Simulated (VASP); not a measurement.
# Rh (Fm-3m) in VASP: further runs

Runs on Rh. Level: PBE. Tasks: single point.

All numbers are computed with VASP 6.6.1; they aren't measurements. Logs are shortened: lines on timing, memory, paths and dates and some standing lists are left out, and cuts for length are marked.

## 1. The cell of the first run

It takes space group Fm-3m (No. 225, cubic). The conventional cell has a = 3.905 Å, b = 3.905 Å, c = 3.905 Å, α = 90.00°, β = 90.00°, γ = 90.00°. Within 3.6 Å of Rh (site symmetry m-3m) lie 12 Rh at 2.76 Å.

## 2. Single point, PBE, collinear spin, ferromagnetic start (14.89 Å³/atom)

File INCAR:

```
ALGO = Fast
EDIFF = 1E-6
ENCUT = 520
GGA = PE
ISIF = 2
ISMEAR = 0
ISPIN = 2
LASPH = T
LCHARG = F
LMAXMIX = 4
LORBIT = 11
LREAL = F
LWAVE = F
MAGMOM = 0.625
NBANDS = 18
NELM = 150
NUPDOWN = 0.625
PREC = Accurate
SIGMA = 0.15
```

File KPOINTS:

```
k-points
0
Gamma
  22 22 22
```

File POSCAR:

```
Rh
1.0
    0.0000000000      1.9525935247      1.9525935247
    1.9525935247      0.0000000000      1.9525935247
    1.9525935247      1.9525935247      0.0000000000
Rh
1
Direct
    0.0000000000      0.0000000000      0.0000000000
```

Potentials or basis: VASP PAW PBE potentials, release 64 (Rh_pv).

Launch:

```sh
$ cat potpaw_PBE.64/Rh_pv/POTCAR > POTCAR
$ mpirun -np 1 vasp_std > vasp.out
```

OUTCAR:

```text
EDIFF = 1E-6
   ENCUT = 520
   GGA = PE
   ISIF = 2
   ISMEAR = 0
   ISPIN = 2
   LASPH = T
   LORBIT = 11
   LREAL = F
   NELM = 150
   NUPDOWN = 0.625
   PREC = Accurate

 ion  position               nearest neighbor table
   1  0.000  0.000  0.000-

  LATTYP: Found a face centered cubic cell.
 ALAT       =     3.9051870494

  Lattice vectors:

 A1 = (   0.0000000000,   1.9525935247,   1.9525935247)
 A2 = (   1.9525935247,   0.0000000000,   1.9525935247)
 A3 = (   1.9525935247,   1.9525935247,   0.0000000000)

Analysis of symmetry for initial positions (statically):
=====================================================================
 Subroutine PRICEL returns:
 Original cell was already a primitive cell.

 Routine SETGRP: Setting up the symmetry group for a
 face centered cubic supercell.

 Subroutine GETGRP returns: Found 48 space group operations
 (whereof 48 operations were pure point group operations)
 out of a pool of 48 trial point group operations.

The static configuration has the point symmetry O_h .

Analysis of symmetry for dynamics (positions and initial velocities):
=====================================================================
 Subroutine PRICEL returns:
 Original cell was already a primitive cell.

 Routine SETGRP: Setting up the symmetry group for a
 face centered cubic supercell.

 Subroutine GETGRP returns: Found 48 space group operations
 (whereof 48 operations were pure point group operations)
 out of a pool of 48 trial point group operations.

The dynamic configuration has the point symmetry O_h .

Analysis of structural, dynamic, and magnetic symmetry:
=====================================================================
 Subroutine PRICEL returns:
 Original cell was already a primitive cell.

 Routine SETGRP: Setting up the symmetry group for a
 face centered cubic supercell.

 Subroutine GETGRP returns: Found 48 space group operations
 (whereof 48 operations were pure point group operations)
 out of a pool of 48 trial point group operations.

The overall configuration has the point symmetry O_h .

 Subroutine INISYM returns: Found 48 space group operations
 (whereof 48 operations are pure point group operations),
 and found     1 'primitive' translations

----------------------------------------------------------------------------------------

                                     Primitive cell

  volume of cell :      14.8890

  direct lattice vectors                    reciprocal lattice vectors
     0.000000000  1.952593525  1.952593525    -0.256069680  0.256069680  0.256069680
     1.952593525  0.000000000  1.952593525     0.256069680 -0.256069680  0.256069680
     1.952593525  1.952593525  0.000000000     0.256069680  0.256069680 -0.256069680

  length of vectors
     2.761384244  2.761384244  2.761384244     0.443525697  0.443525697  0.443525697

  position of ions in fractional coordinates (direct lattice)
     0.000000000  0.000000000  0.000000000

  ion indices of the primitive-cell ions
   primitive index   ion index
                 1           1

----------------------------------------------------------------------------------------

 KPOINTS: k-points

Automatic generation of k-mesh.
 Grid dimensions read from file:
 generate k-points for:   22   22   22

 Generating k-lattice:

  Cartesian coordinates                     Fractional coordinates (reciprocal lattice)
    -0.011639531  0.011639531  0.011639531     0.045454545  0.000000000  0.000000000
     0.011639531 -0.011639531  0.011639531     0.000000000  0.045454545  0.000000000
     0.011639531  0.011639531 -0.011639531     0.000000000  0.000000000  0.045454545

  Length of vectors
     0.020160259  0.020160259  0.020160259

  Shift w.r.t. Gamma in fractional coordinates (k-lattice)
     0.000000000  0.000000000  0.000000000

 Subroutine IBZKPT returns following result:
 ===========================================

 Found    328 irreducible k-points:

 Following reciprocal coordinates:
            Coordinates               Weight
  0.000000  0.000000  0.000000      1.000000
  0.045455  0.000000  0.000000      8.000000
  0.090909  0.000000  0.000000      8.000000
  0.136364  0.000000  0.000000      8.000000
  0.181818  0.000000  0.000000      8.000000
  0.227273  0.000000  0.000000      8.000000
[... 16 lines left out ...]
  0.500000  0.045455  0.000000     24.000000
 -0.454545  0.045455  0.000000     24.000000
 [... further k-points ...]
   k-points           NKPTS =    328   k-points in BZ     NKDIM =    328   number of bands    NBANDS=     18
   number of dos      NEDOS =    301   number of ions     NIONS =      1
   total plane-waves  NPLWV =  13824
   dimension x,y,z NGX =    24 NGY =   24 NGZ =   24
   dimension x,y,z NGXF=    48 NGYF=   48 NGZF=   48
   ions per type =               1
   NGX,Y,Z   is equivalent  to a cutoff of  14.45, 14.45, 14.45 a.u.
   NGXF,Y,Z  is equivalent  to a cutoff of  28.90, 28.90, 28.90 a.u.
 SYSTEM =  unknown system
   PREC   = accura    normal or accurate (medium, high low for compatibility)
   ISTART =      0    job   : 0-new  1-cont  2-samecut
   ICHARG =      2    charge: 1-file 2-atom 10-const
   ISPIN  =      2    spin polarized calculation?
   LNONCOLLINEAR =      F non collinear calculations
   LSORBIT =      F    spin-orbit coupling
   LASPH  =      T    aspherical Exc in radial PAW
   ENCUT  =  520.0 eV  38.22 Ry    6.18 a.u.   5.13  5.13  5.13*2*pi/ulx,y,z
   NELM   =    150;   NELMIN=  2; NELMDL= -5     # of ELM steps
   EDIFF  = 0.1E-05   stopping-criterion for ELM
   LREAL  =      F    real-space projection
   EDIFFG = 0.1E-04   stopping-criterion for IOM
   NSW    =      0    number of steps for IOM
   IBRION =     -1    ionic relax: 0-MD 1-quasi-New 2-CG
   NFREE  =      0    steps in history (QN), initial steepest desc. (CG)
   ISIF   =      2    stress and relaxation
   ISYM   =      2    0-nonsym 1-usesym 2-fastsym
   POTIM  = 0.5000    time-step for ionic-motion
   TEBEG  =    0.0;   TEEND  =   0.0 temperature during run
   PSTRESS=    0.0 pullay stress
   NELECT =      15.0000    total number of electrons
   NUPDOWN=       0.6250    fix difference up-down
   EMIN   =  10.00;   EMAX   =-10.00  energy-range for DOS
   EFERMI =   0.00;   METHOD = LEGACY
   ISMEAR =     0;   SIGMA  =   0.15  broadening in eV -4-tet -1-fermi 0-gaus
   EFERMI_NEDOS =   21; number of points for ismear=-14 and -15
   IALGO  =     68    algorithm
   IMIX   =      4    mixing-type and parameters
     AMIX     =   0.40;   BMIX     =  1.00
     AMIX_MAG =   1.60;   BMIX_MAG =  1.00
  volume/ion in A,a.u.               =      14.89       100.48
  Fermi-wavevector in a.u.,A,eV,Ry     =   1.641157  3.101337 36.645872  2.693396
  Thomas-Fermi vector in A             =   2.731674
   LORBIT       =     11    0 simple, 1 ext, 2 COOP (PROOUT), +10 PAW based schemes
   GGA     = PE    functional components
   LHFCALC =     F    Hartree Fock is set to
   AEXX    =    0.0000 exact exchange contribution
   IVDW    =     0    specifies the selected vdW correction
   LEPSILON=     F    determine dielectric tensor
   LRPA    =     F    only Hartree local field effects (RPA)
 spin polarized calculation
 RMM-DIIS sequential band-by-band and
 Gauss-broadening in eV      SIGMA  =   0.15
  energy-cutoff  :      520.00
  volume of cell :       14.89
 maximum number of plane-waves:       415
 NGX is ok and might be reduce to    24
   NGX = 11   NGY = 11   NGZ = 11

 number of electron      15.0000000 magnetization       0.6250000

 Free energy of the ion-electron system (eV)
  ---------------------------------------------------
  ext. energy  EPLUGINS =         0.00000000
  ---------------------------------------------------
  free energy    TOTEN  =        -7.17829427 eV

  energy without entropy =       -7.15742848  energy(sigma->0) =       -7.16786137

 E-fermi :  10.3013     XC(G=0): -13.5186

 val. band max:       10.6253812464   @ k =  -0.4545   0.5000   0.0455
 cond. band min:      10.3027057368   @ k =   0.3182   0.0455   0.0000
 fundamental gap:     -0.3226755096
 Fermi energy:        10.6283697974

 spin component 1

 k-point     1 :       0.0000    0.0000    0.0000
  band No.  band energies     occupation
      1     -35.9623      1.00000
      2     -35.9623      1.00000
      3     -35.9623      1.00000
      4       3.0795      1.00000
      5       7.5965      1.00000
      6       7.5965      1.00000
[... 10 lines left out ...]
     17      41.1695      0.00000
     18      41.1695      0.00000

 k-point     2 :       0.0455    0.0000    0.0000
  band No.  band energies     occupation
      1     -35.9738      1.00000
      2     -35.9639      1.00000
      3     -35.9639      1.00000
      4       3.1571      1.00000
      5       7.5647      1.00000
      6       7.6258      1.00000
[... 10 lines left out ...]
     17      40.9404      0.00000
     18      40.9404      0.00000
[... 442 lines left out ...]
 k-point    24 :      -0.4545    0.0455    0.0000
  band No.  band energies     occupation
      1     -36.5040      1.00000
      2     -36.0484      1.00000
      3     -36.0399      1.00000
      4       4.9555      1.00000
      5       7.4891      1.00000
      6       7.5742      1.00000
[... 10 lines left out ...]
     17      41.1787      0.00000
     18      47.2503      0.00000

 [... further k-points ...]

 spin component 2

 k-point     1 :       0.0000    0.0000    0.0000
  band No.  band energies     occupation
      1     -35.4486      1.00000
      2     -35.4486      1.00000
      3     -35.4486      1.00000
      4       3.1603      1.00000
      5       8.0171      1.00000
      6       8.0171      1.00000
[... 10 lines left out ...]
     17      41.3076      0.00000
     18      41.3076      0.00000

 k-point     2 :       0.0455    0.0000    0.0000
  band No.  band energies     occupation
      1     -35.4603      1.00000
      2     -35.4502      1.00000
      3     -35.4502      1.00000
      4       3.2379      1.00000
      5       7.9832      1.00000
      6       8.0468      1.00000
[... 10 lines left out ...]
     17      41.0817      0.00000
     18      41.0817      0.00000
[... 442 lines left out ...]
 k-point    24 :      -0.4545    0.0455    0.0000
  band No.  band energies     occupation
      1     -35.9986      1.00000
      2     -35.5357      1.00000
      3     -35.5271      1.00000
      4       5.2396      1.00000
      5       7.9232      1.00000
      6       8.0122      1.00000
[... 10 lines left out ...]
     17      41.2649      0.00000
     18      47.4822      0.00000

 [... further k-points ...]

------------------------ aborting loop because EDIFF is reached ----------------------------------------

  FORCE on cell =-STRESS in cart. coord.  units (eV):
  Direction    XX          YY          ZZ          XY          YZ          ZX
  --------------------------------------------------------------------------------------
  -------------------------------------------------------------------------------------
  Total       -0.9511222     -0.9511222     -0.9511222     -0.0000000      0.0000000     -0.0000000
  in kB     -102.3484716   -102.3484716   -102.3484716     -0.0000000      0.0000000     -0.0000000
  external PRESSURE =    -102.3484716 kB  Pullay stress =       0.0000000 kB

 VOLUME and BASIS-vectors are now :
 -----------------------------------------------------------------------------
  energy-cutoff  :      520.00
  volume of cell :       14.89
      direct lattice vectors                 reciprocal lattice vectors
     0.000000000  1.952593525  1.952593525    -0.256069680  0.256069680  0.256069680
     1.952593525  0.000000000  1.952593525     0.256069680 -0.256069680  0.256069680
     1.952593525  1.952593525  0.000000000     0.256069680  0.256069680 -0.256069680

 POSITION                                       TOTAL-FORCE (eV/Angst)
 -----------------------------------------------------------------------------------
      0.00000      0.00000      0.00000         0.000000      0.000000      0.000000
 -----------------------------------------------------------------------------------
    total drift:                               -0.000000      0.000000     -0.000000

  FREE ENERGIE OF THE ION-ELECTRON SYSTEM (eV)
  ---------------------------------------------------
  free  energy   TOTEN  =        -7.1782942678 eV

  energy  without entropy=       -7.1574284776  energy(sigma->0) =       -7.16786137

 total charge

# of ion       s       p       d       tot
------------------------------------------
    1        0.380   6.251   7.027  13.658

 magnetization (x)

# of ion       s       p       d       tot
------------------------------------------
    1       -0.001  -0.000   0.625   0.624
```

It took 1.8 min on 1 thread of AMD EPYC 9R45 (Zen 5), shared host; peak memory 0.21 GiB.

Results:

* Free energy: -7.1783 eV
* Pressure: -10.2 GPa
* Net moment: 0.62 μB per cell
* Site moments: Rh +0.62 μB
* Valence electrons inside the program's atomic spheres: Rh 13.66

Caveat: the cell stands under tension; the total moment is fixed, so each spin has its own Fermi level and the state may be an excited one.

## 3. Single point, PBE, collinear spin (14.89 Å³/atom)

File INCAR:

```
PREC = Accurate ; ENCUT = 520
EDIFF = 1E-6 ; ISMEAR = 0
SIGMA = 0.15 ; LREAL = F
LASPH = T ; NELM = 150
ALGO = Normal ; ISIF = 2
LWAVE = F ; LCHARG = T
ISPIN = 2 ; MAGMOM = 0.125
LORBIT = 11 ; NUPDOWN = 0.125
LMAXMIX = 4 ; GGA = PE
LELF = T ; LVHAR = T
NBANDS = 18
```

File KPOINTS:

```
Automatic mesh
0
Gamma
  22 22 22
```

POSCAR is that of step 2.

Potentials or basis: VASP PAW PBE potentials, release 64 (Rh_pv).

Launch:

```sh
$ cat potpaw_PBE.64/Rh_pv/POTCAR > POTCAR
$ mpirun -np 1 vasp_std > vasp.out
```

Wall time 94 s (1 thread of AMD EPYC 9R45 (Zen 5), shared host); peak memory 0.22 GiB.

Results (log left out):

| Property | Result |
| --- | --- |
| Free energy | -7.2294 eV |
| Pressure | -12.7 GPa |
| Net moment | 0.12 μB per cell |
| Site moments | Rh +0.12 μB |
| Valence electrons inside the program's atomic spheres | Rh 13.65 |

Caveat: the cell stands under tension; the total moment is fixed, so each spin has its own Fermi level and the state may be an excited one.

## 4. Single point, PBE, collinear spin, ferromagnetic start (14.89 Å³/atom)

File INCAR:

```
ALGO = Normal
EDIFF = 1E-6
ENCUT = 520
GGA = PE
ISIF = 2
ISMEAR = 0
ISPIN = 2
LASPH = True
LCHARG = True
LELF = True
LMAXMIX = 4
LORBIT = 11
LREAL = False
LVHAR = True
LWAVE = False
MAGMOM = 0.375
NBANDS = 18
NELM = 150
NUPDOWN = 0.375
PREC = Accurate
SIGMA = 0.15
```

File KPOINTS:

```
k-points
0
Gamma
  22 22 22
```

POSCAR is that of step 3.

Launch:

```sh
$ cat potpaw_PBE.64/Rh_pv/POTCAR > POTCAR
$ mpirun -np 1 vasp_std > vasp.out
```

It took 91 s on 1 thread of AMD EPYC 9R45 (Zen 5), shared host; peak memory 0.22 GiB.

Results (log left out):

```
Free energy                                           : -7.2121 eV
Pressure                                              : -11.8 GPa
Net moment                                            : 0.38 μB per cell
Site moments                                          : Rh +0.38 μB
Valence electrons inside the program's atomic spheres : Rh 13.66
```

Caveat: the cell stands under tension; the total moment is fixed, so each spin has its own Fermi level and the state may be an excited one.

## 5. Single point, PBE, collinear spin, ferromagnetic start (14.89 Å³/atom)

File INCAR:

```
SYSTEM = Rh
PREC = Accurate ; ENCUT = 520
EDIFF = 1E-6 ; ISMEAR = 0
SIGMA = 0.15 ; LREAL = .FALSE.
LASPH = .TRUE. ; NELM = 150
ALGO = Normal ; ISIF = 2
LWAVE = .FALSE. ; LCHARG = .FALSE.
ISPIN = 2 ; MAGMOM = 0.875
LORBIT = 11 ; NUPDOWN = 0.875
LMAXMIX = 4 ; GGA = PE
NBANDS = 18
```

File KPOINTS:

```
Automatic mesh
0
G
  22 22 22
  0 0 0
```

POSCAR is that of step 4.

Launch:

```sh
$ cat potpaw_PBE.64/Rh_pv/POTCAR > POTCAR
$ mpirun -np 1 vasp_std > vasp.out
```

Run time: 94 s. Hardware: 1 thread of AMD EPYC 9R45 (Zen 5), shared host; peak memory 0.22 GiB.

Results (log left out):

* Free energy: -7.1315 eV
* Pressure: -8.0 GPa
* Net moment: 0.88 μB per cell
* Site moments: Rh +0.87 μB
* Valence electrons inside the program's atomic spheres: Rh 13.66

Caveat: the cell stands under tension; the total moment is fixed, so each spin has its own Fermi level and the state may be an excited one.

## 6. Single point, PBE, collinear spin, ferromagnetic start (15.73 Å³/atom)

This run uses another cell than the first one, of 15.73 Å³/atom.

File INCAR:

```
SYSTEM = Rh
ALGO     = Fast           ! electronic algorithm
EDIFF    = 1E-6           ! SCF threshold, eV
ENCUT    = 520            ! plane-wave cutoff, eV
GGA      = PE             ! functional
ISIF     = 2              ! what is computed and relaxed
ISMEAR   = 0              ! smearing method
ISPIN    = 2              ! spin polarisation
LASPH    = .True.         ! aspherical terms in the spheres
LCHARG   = .False.        ! write CHGCAR
LMAXMIX  = 4              ! l up to which the mixer works
LORBIT   = 11             ! projections on sites
LREAL    = .False.        ! projectors in reciprocal space
LWAVE    = .False.        ! write WAVECAR
MAGMOM   = 0.75           ! initial moments
NBANDS   = 18             ! bands
NELM     = 150            ! most SCF steps
NUPDOWN  = 0.75           ! fixed moment
PREC     = Accurate       ! precision mode
SIGMA    = 0.15           ! smearing width, eV
```

File KPOINTS:

```
k-points
0
Gamma
  22 22 22
  0 0 0
```

File POSCAR:

```
Rh
1.0
    0.0000000000      1.9887703994      1.9887703994
    1.9887703994      0.0000000000      1.9887703994
    1.9887703994      1.9887703994      0.0000000000
Rh
1
Direct
    0.0000000000      0.0000000000      0.0000000000
```

Potentials or basis: VASP PAW PBE potentials, release 64 (Rh_pv).

Launch:

```sh
$ cat potpaw_PBE.64/Rh_pv/POTCAR > POTCAR
$ mpirun -np 1 vasp_std > vasp.out
```

Wall time 1.7 min (1 thread of AMD EPYC 9R45 (Zen 5), shared host); peak memory 0.22 GiB.

Results (log left out):

| Property | Result |
| --- | --- |
| Free energy | -7.0826 eV |
| Pressure | -18.4 GPa |
| Net moment | 0.75 μB per cell |
| Site moments | Rh +0.75 μB |
| Valence electrons inside the program's atomic spheres | Rh 13.58 |

Caveat: the cell stands under tension; the total moment is fixed, so each spin has its own Fermi level and the state may be an excited one.

## 7. The runs side by side

```tsv
spin	fixed moment (μB)	cell	pressure (GPa)	moment (μB)
collinear, ferromagnetic start	0.625	a = 2.761 Å, angles 60.0°, 1 atom	-10.2	0.62
collinear	0.125	a = 2.761 Å, angles 60.0°, 1 atom	-12.7	0.12
collinear, ferromagnetic start	0.375	a = 2.761 Å, angles 60.0°, 1 atom	-11.8	0.38
collinear, ferromagnetic start	0.875	a = 2.761 Å, angles 60.0°, 1 atom	-8.0	0.88
collinear, ferromagnetic start	0.75	a = 2.813 Å, angles 60.0°, 1 atom	-18.4	0.75
```

Alike in all rows: task single point; level PBE; potentials or basis VASP PAW PBE potentials, release 64 (Rh_pv); k mesh 22 × 22 × 22; cutoff (eV) 520; smearing gaussian 0.15 eV.

Caveats: the cell stands under tension; the total moment is fixed, so each spin has its own Fermi level and the state may be an excited one.

Absolute energies hang on the potentials; compare differences alone.
